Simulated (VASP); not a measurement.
# In2O3 (R-3c) in VASP: single point with LDA

Aim: the single point of In2O3 with LDA.

Program: VASP 6.6.1. These are calculated values, not measurements. Logs are shortened: lines on timing, memory, paths and dates and some standing lists are left out, and cuts for length are marked.

**What was measured.**

“Fabrication and performance enhancement of an In2O3/BiVO4 heterojunction for N-butanol gas sensing applications”, 2024, pmc:11650617 reports, for a powder of In2O3: band gap 3.08 eV (optical).

How close the calculation comes is told below.

**1. The cell of the first run**

Symmetry: R-3c, No. 167, trigonal system. The conventional cell has a = 5.461 Å, b = 5.461 Å, c = 14.371 Å, α = 90.00°, β = 90.00°, γ = 120.00°. Within 2.8 Å of In (site symmetry 3) lie 6 O at 2.11 to 2.24 Å. Within 3.1 Å of O (site symmetry 2) lie 4 In at 2.11 to 2.24 Å and 8 O at 2.80 to 3.08 Å.

**2. Single point, LDA**

File INCAR:

```
PREC = Accurate
ENCUT = 600
EDIFF = 1E-6
ISMEAR = 0
SIGMA = 0.01
LREAL = False
LASPH = True
NELM = 120
ALGO = Normal
ISIF = 2
LWAVE = False
LCHARG = False
NBANDS = 55
GGA_COMPAT = False
```

File KPOINTS:

```
Automatic mesh
0
Gamma
  6 6 6
```

File POSCAR:

```
In2O3
1.0
    2.7306139395      1.5765206930      4.7904784930
   -2.7306139395      1.5765206930      4.7904784930
    0.0000000000     -3.1530413860      4.7904784930
In O
4 6
Direct
    0.3576507584      0.3576507584      0.3576507584
    0.1423492416      0.1423492416      0.1423492416
    0.6423492416      0.6423492416      0.6423492416
    0.8576507584      0.8576507584      0.8576507584
    0.5455223470      0.9544776530      0.2500000000
    0.2500000000      0.5455223470      0.9544776530
    0.7500000000      0.4544776530      0.0455223470
    0.9544776530      0.2500000000      0.5455223470
    0.4544776530      0.0455223470      0.7500000000
    0.0455223470      0.7500000000      0.4544776530
```

Potentials or basis: VASP PAW LDA potentials, release 64 (In_d, O).

On the command line:

```sh
$ cat potpaw_LDA.64/In_d/POTCAR potpaw_LDA.64/O/POTCAR > POTCAR
$ mpirun -np 1 vasp_std > vasp.out
```

OUTCAR:

```text
PREC = Accurate
   ENCUT = 600
   EDIFF = 1E-6
   ISMEAR = 0
   LREAL = False
   LASPH = True
   NELM = 120
   ISIF = 2

 ion  position               nearest neighbor table
   1  0.358  0.358  0.358-   7 2.11   9 2.11  10 2.11   6 2.24   8 2.24   5 2.24   2 3.09   3 3.23
                             3 3.23   3 3.23   2 3.58   2 3.58   2 3.58   4 3.96   4 3.96   4 3.96
   2  0.142  0.142  0.142-  10 2.11   9 2.11   7 2.11   8 2.24   6 2.24   5 2.24   1 3.09   4 3.23
                             4 3.23   4 3.23   1 3.58   1 3.58   1 3.58   3 3.96   3 3.96   3 3.96
   3  0.642  0.642  0.642-   6 2.11   5 2.11   8 2.11   7 2.24  10 2.24   9 2.24   4 3.09   1 3.23
                             1 3.23   1 3.23   4 3.58   4 3.58   4 3.58   2 3.96   2 3.96   2 3.96
   4  0.858  0.858  0.858-   8 2.11   5 2.11   6 2.11  10 2.24   7 2.24   9 2.24   3 3.09   2 3.23
                             2 3.23   2 3.23   3 3.58   3 3.58   3 3.58   1 3.96   1 3.96   1 3.96
   5  0.546  0.954  0.250-   3 2.11   4 2.11   1 2.24   2 2.24
   6  0.250  0.546  0.954-   3 2.11   4 2.11   1 2.24   2 2.24
   7  0.750  0.454  0.046-   1 2.11   2 2.11   3 2.24   4 2.24
   8  0.954  0.250  0.546-   4 2.11   3 2.11   2 2.24   1 2.24
   9  0.454  0.046  0.750-   1 2.11   2 2.11   3 2.24   4 2.24
  10  0.046  0.750  0.454-   2 2.11   1 2.11   4 2.24   3 2.24

  LATTYP: Found a trigonal (rhomboedric) cell.
 ALAT       =     5.7350112619
 COS(alpha) =     0.5465994409

  Lattice vectors:

 A1 = (   2.7306139395,   1.5765206930,   4.7904784930)
 A2 = (  -2.7306139395,   1.5765206930,   4.7904784930)
 A3 = (   0.0000000000,  -3.1530413860,   4.7904784930)

Analysis of symmetry for initial positions (statically):
=====================================================================
 Subroutine PRICEL returns:
 Original cell was already a primitive cell.

 Routine SETGRP: Setting up the symmetry group for a
 trigonal (rhombohedral) supercell.

 Subroutine GETGRP returns: Found 12 space group operations
 (whereof  6 operations were pure point group operations)
 out of a pool of 12 trial point group operations.

The static configuration has the point symmetry S_6 .
 The point group associated with its full space group is D_3d.

Analysis of symmetry for dynamics (positions and initial velocities):
=====================================================================
 Subroutine PRICEL returns:
 Original cell was already a primitive cell.

 Routine SETGRP: Setting up the symmetry group for a
 trigonal (rhombohedral) supercell.

 Subroutine GETGRP returns: Found 12 space group operations
 (whereof  6 operations were pure point group operations)
 out of a pool of 12 trial point group operations.

The dynamic configuration has the point symmetry S_6 .
 The point group associated with its full space group is D_3d.
[... 124 lines left out ...]
   TEBEG  =    0.0;   TEEND  =   0.0 temperature during run
   PSTRESS=    0.0 pullay stress
   NELECT =      88.0000    total number of electrons
   NUPDOWN=      -1.0000    fix difference up-down
   EMIN   =  10.00;   EMAX   =-10.00  energy-range for DOS
   EFERMI =   0.00;   METHOD = LEGACY
   ISMEAR =     0;   SIGMA  =   0.01  broadening in eV -4-tet -1-fermi 0-gaus
   EFERMI_NEDOS =   21; number of points for ismear=-14 and -15
   IALGO  =     38    algorithm
   IMIX   =      4    mixing-type and parameters
     AMIX     =   0.40;   BMIX     =  1.00
     AMIX_MAG =   1.60;   BMIX_MAG =  1.00
  volume/ion in A,a.u.               =      12.37        83.50
  Fermi-wavevector in a.u.,A,eV,Ry     =   1.461299  2.761454 29.053800  2.135394
  Thomas-Fermi vector in A             =   2.577647
   LORBIT       =      0    0 simple, 1 ext, 2 COOP (PROOUT), +10 PAW based schemes
   GGA     = CA    functional components
   LHFCALC =     F    Hartree Fock is set to
   AEXX    =    0.0000 exact exchange contribution
   IVDW    =     0    specifies the selected vdW correction
   LEPSILON=     F    determine dielectric tensor
   LRPA    =     F    only Hartree local field effects (RPA)
 non-spin polarized calculation
 Gauss-broadening in eV      SIGMA  =   0.01
  energy-cutoff  :      600.00
  volume of cell :      123.73
 maximum number of plane-waves:      4157
 NGX is ok and might be reduce to    48
   NGX = 23   NGY = 23   NGZ = 23

 number of electron      87.9999994 magnetization

 Free energy of the ion-electron system (eV)
  ---------------------------------------------------
  ext. energy  EPLUGINS =         0.00000000
  ---------------------------------------------------
  free energy    TOTEN  =       -63.67618618 eV

  energy without entropy =      -63.67618618  energy(sigma->0) =      -63.67618618

 E-fermi :   5.5951     XC(G=0): -11.8583

 val. band max:        5.5459154755   @ k =   0.3333  -0.0000   0.0000
 cond. band min:       6.8613273268   @ k =   0.0000   0.0000   0.0000
 fundamental gap:      1.3154118512
 Fermi energy:         5.5951364756

 k-point     1 :       0.0000    0.0000    0.0000
  band No.  band energies     occupation
      1     -12.0153      2.00000
      2     -11.0356      2.00000
      3     -11.0356      2.00000
      4     -10.7918      2.00000
      5     -10.7918      2.00000
      6     -10.6931      2.00000
[... 1381 lines left out ...]
     54      16.0173      0.00000
     55      16.7396      0.00000

 [... further k-points ...]
[... 5 lines left out ...]
  --------------------------------------------------------------------------------------
  -------------------------------------------------------------------------------------
  Total        0.5309206      0.5309206      0.4106866     -0.0000000      0.0000000      0.0000000
  in kB        6.8746416      6.8746416      5.3177870     -0.0000000      0.0000000      0.0000000
  external PRESSURE =       6.3556901 kB  Pullay stress =       0.0000000 kB

 VOLUME and BASIS-vectors are now :
 -----------------------------------------------------------------------------
  energy-cutoff  :      600.00
  volume of cell :      123.73
      direct lattice vectors                 reciprocal lattice vectors
     2.730613939  1.576520693  4.790478493     0.183109004  0.105718033  0.069582472
    -2.730613939  1.576520693  4.790478493    -0.183109004  0.105718033  0.069582472
     0.000000000 -3.153041386  4.790478493     0.000000000 -0.211436066  0.069582472

 POSITION                                       TOTAL-FORCE (eV/Angst)
 -----------------------------------------------------------------------------------
      0.00000      0.00000      5.13995        -0.000000      0.000000      0.005672
      0.00000      0.00000      2.04576        -0.000000      0.000000     -0.005672
      0.00000      0.00000      9.23148        -0.000000      0.000000     -0.005672
      0.00000      0.00000     12.32567        -0.000000      0.000000      0.005672
     -1.11670      1.57652      8.38334        -0.001526      0.000000     -0.000000
     -0.80696     -1.75535      8.38334         0.000763     -0.001321      0.000000
      0.80696      1.75535      5.98810        -0.000763      0.001321      0.000000
      1.92366      0.17883      8.38334         0.000763      0.001321      0.000000
      1.11670     -1.57652      5.98810         0.001526      0.000000      0.000000
     -1.92366     -0.17883      5.98810        -0.000763     -0.001321      0.000000
 -----------------------------------------------------------------------------------
    total drift:                               -0.000000     -0.000000      0.000000

  FREE ENERGIE OF THE ION-ELECTRON SYSTEM (eV)
  ---------------------------------------------------
  free  energy   TOTEN  =       -63.6761861793 eV

  energy  without entropy=      -63.6761861793  energy(sigma->0) =      -63.67618618
```

OSZICAR:

```text
N       E                     dE             d eps       ncg     rms          rms(c)
DAV:   1     0.133232693970E+04    0.13323E+04   -0.44927E+04  3651   0.256E+03
DAV:   2     0.212554326800E+03   -0.11198E+04   -0.10662E+04  3615   0.699E+02
DAV:   3    -0.499261562926E+02   -0.26248E+03   -0.25492E+03  3897   0.287E+02
DAV:   4    -0.728848870759E+02   -0.22959E+02   -0.22738E+02  4824   0.910E+01
DAV:   5    -0.733660774742E+02   -0.48119E+00   -0.48029E+00  4520   0.142E+01    0.237E+01
DAV:   6    -0.638037923366E+02    0.95623E+01   -0.35295E+01  5472   0.626E+01    0.191E+01
DAV:   7    -0.638285592640E+02   -0.24767E-01   -0.35179E+00  4140   0.112E+01    0.452E+00
DAV:   8    -0.637222864687E+02    0.10627E+00   -0.30461E-01  5456   0.349E+00    0.231E+00
DAV:   9    -0.636790509224E+02    0.43236E-01   -0.52986E-02  5536   0.296E+00    0.449E-01
DAV:  10    -0.636760158298E+02    0.30351E-02   -0.17814E-02  5233   0.133E+00    0.113E-01
DAV:  11    -0.636762208739E+02   -0.20504E-03   -0.16213E-03  4488   0.243E-01    0.747E-02
DAV:  12    -0.636761852288E+02    0.35645E-04   -0.20132E-04  5640   0.101E-01    0.281E-02
DAV:  13    -0.636761863948E+02   -0.11660E-05   -0.12175E-05  5000   0.304E-02    0.591E-03
DAV:  14    -0.636761861793E+02    0.21551E-06   -0.76910E-07  2464   0.738E-03
   1 F= -.63676186E+02 E0= -.63676186E+02  d E =-.471532E-14
```

stdout:

```text
POSCAR found type information on POSCAR InO
 POSCAR found :  2 types and      10 ions
 scaLAPACK will be used
 LDA part: xc-table for (Slater(with rela. corr.)+CA(PZ))
 , standard interpolation
 POSCAR, INCAR and KPOINTS ok, starting setup
 FFT: planning ... GRIDC
 FFT: planning ... GRID_SOFT
 FFT: planning ... GRID
 WAVECAR not read
 entering main loop
```

Wall time 3.8 min (1 thread of Intel Xeon 6975P-C (Granite Rapids), shared host); peak memory 0.36 GiB.

What came out:

| Item | Value |
| --- | --- |
| Free energy | -63.6762 eV |
| Pressure | 0.6 GPa |
| Largest force | 0.006 eV/Å |
| Band gap on the k mesh | 1.32 eV (least direct gap 1.35 eV) |

Forces in eV/Å, atoms in the order of the input:
```
In   0.000  0.000  0.006
In   0.000  0.000 -0.006
In   0.000  0.000 -0.006
In   0.000  0.000  0.006
O   -0.002  0.000  0.000
O    0.001 -0.001  0.000
O   -0.001  0.001  0.000
O    0.001  0.001  0.000
O    0.002  0.000  0.000
O   -0.001 -0.001  0.000
```

Levels at points of the mesh, in eV from the valence-band top:
```tsv
k point	band 41	band 42	band 43	band 44	band 45	band 46	band 47	band 48
(0.00, 0.00, 0.00)	-0.28	-0.28	-0.03	-0.03	1.32	5.41	6.27	7.20
(0.50, 0.00, 0.00)	-0.75	-0.75	-0.07	-0.07	4.99	4.99	5.87	5.87
(0.50, 0.50, 0.00)	-0.58	-0.34	-0.08	-0.04	5.25	5.52	6.46	6.51
(0.50, 0.50, 0.50)	-0.20	-0.20	-0.20	-0.20	4.42	4.42	7.21	7.21
```

Caveat: spin-orbit coupling is left out, which moves the levels of the heavy elements.

**3. Comparison with measurements**

Step 2. A measured gap of In2O3 is 3.08 eV (optical; powder; “Fabrication and performance enhancement of an In2O3/BiVO4 heterojunction for N-butanol gas sensing applications”, 2024, pmc:11650617); the calculated 1.32 eV misses it by -1.76 eV. So large a miss can be the level of theory's own, or it may mean another phase, state or a wrong row. Spin-orbit coupling on In is left out. The value is that of LDA on a finite k mesh, which can miss the band edges, without temperature or zero-point motion. Semilocal functionals fall short of measured gaps as a rule.
